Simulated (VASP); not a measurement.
Wanted: the native input for a VASP 6.6.1 run.

```
Task                   : single point
Functional             : PBE
Potentials or basis    : VASP PAW PBE potentials, release 64 (Pt, S)
Cutoff                 : 520 eV
k mesh                 : 3 × 3 × 1
Occupations            : gaussian, width 0.05 eV
Spin                   : no spin polarisation
Dipole correction      : no
Further INCAR settings : LREAL = Auto; ALGO = Normal; EDIFF = 1e-06; NBANDS = 231
```

The structure of PtS2 lies in POSCAR:

```
PtS2
1.0
   10.6296000000      0.0000000000      0.0000000000
   -5.3148000000      9.2055040000      0.0000000000
    0.0000000000      0.0000000000     10.0776000000
Pt S
18 36
Direct
    0.0000000000      0.0000000000      0.0000000000
    0.0000000000      0.0000000000      0.5000000000
    0.0000000000      0.3333330000      0.0000000000
    0.0000000000      0.3333330000      0.5000000000
    0.0000000000      0.6666670000      0.0000000000
    0.0000000000      0.6666670000      0.5000000000
    0.3333330000      0.0000000000      0.0000000000
    0.3333330000      0.0000000000      0.5000000000
    0.3333330000      0.3333330000      0.0000000000
    0.3333330000      0.3333330000      0.5000000000
    0.3333330000      0.6666670000      0.0000000000
    0.3333330000      0.6666670000      0.5000000000
    0.6666670000      0.0000000000      0.0000000000
    0.6666670000      0.0000000000      0.5000000000
    0.6666670000      0.3333330000      0.0000000000
    0.6666670000      0.3333330000      0.5000000000
    0.6666670000      0.6666670000      0.0000000000
    0.6666670000      0.6666670000      0.5000000000
    0.1111110000      0.2222220000      0.1135000000
    0.1111110000      0.2222220000      0.6135000000
    0.1111110000      0.5555560000      0.1135000000
    0.1111110000      0.5555560000      0.6135000000
    0.1111110000      0.8888890000      0.1135000000
    0.1111110000      0.8888890000      0.6135000000
    0.4444440000      0.2222220000      0.1135000000
    0.4444440000      0.2222220000      0.6135000000
    0.4444440000      0.5555560000      0.1135000000
    0.4444440000      0.5555560000      0.6135000000
    0.4444440000      0.8888890000      0.1135000000
    0.4444440000      0.8888890000      0.6135000000
    0.7777780000      0.2222220000      0.1135000000
    0.7777780000      0.2222220000      0.6135000000
    0.7777780000      0.5555560000      0.1135000000
    0.7777780000      0.5555560000      0.6135000000
    0.7777780000      0.8888890000      0.1135000000
    0.7777780000      0.8888890000      0.6135000000
    0.2222220000      0.1111110000      0.3865000000
    0.2222220000      0.1111110000      0.8865000000
    0.2222220000      0.4444440000      0.3865000000
    0.2222220000      0.4444440000      0.8865000000
    0.2222220000      0.7777780000      0.3865000000
    0.2222220000      0.7777780000      0.8865000000
    0.5555560000      0.1111110000      0.3865000000
    0.5555560000      0.1111110000      0.8865000000
    0.5555560000      0.4444440000      0.3865000000
    0.5555560000      0.4444440000      0.8865000000
    0.5555560000      0.7777780000      0.3865000000
    0.5555560000      0.7777780000      0.8865000000
    0.8888890000      0.1111110000      0.3865000000
    0.8888890000      0.1111110000      0.8865000000
    0.8888890000      0.4444440000      0.3865000000
    0.8888890000      0.4444440000      0.8865000000
    0.8888890000      0.7777780000      0.3865000000
    0.8888890000      0.7777780000      0.8865000000
```

These files were run (other wordings do the same):

INCAR

```
ALGO     = Normal         # electronic algorithm
EDIFF    = 1E-6           # SCF threshold, eV
ENCUT    = 520            # plane-wave cutoff, eV
GGA      = PE             # functional
ISIF     = 2              # what is computed and relaxed
ISMEAR   = 0              # smearing method
LASPH    = T              # aspherical terms in the spheres
LCHARG   = T              # write CHGCAR
LELF     = T              # ELF
LREAL    = Auto         
LUSENCCL = F            
LVHAR    = T            
LWAVE    = F              # write WAVECAR
NBANDS   = 231            # bands
NELM     = 80             # most SCF steps
PREC     = Accurate       # precision mode
SIGMA    = 0.05           # smearing width, eV
```

KPOINTS

```
k-points
0
Gamma
  3 3 1
```

Potentials or basis: VASP PAW PBE potentials, release 64 (Pt, S).

Run with:

```sh
$ cat potpaw_PBE.64/Pt/POTCAR potpaw_PBE.64/S/POTCAR > POTCAR
$ mpirun -np 1 vasp_std > vasp.out
```

Results of the run:

* Pressure: 11.1 GPa
* Largest force: 1.221 eV/Å
* Band gap on the k mesh: 1.10 eV

Caveat: the k points lie up to 0.62 Å⁻¹ apart; spin-orbit coupling is left out, which moves the levels of the heavy elements; forces of over 1 eV/Å act on the atoms, so gaps and moduli don't describe the material at rest.

It took 3.6 min on 1 × NVIDIA H100 80GB with 1 thread of AMD EPYC 7R13 Processor (Zen 3), on a shared host, peak memory 2 GiB.
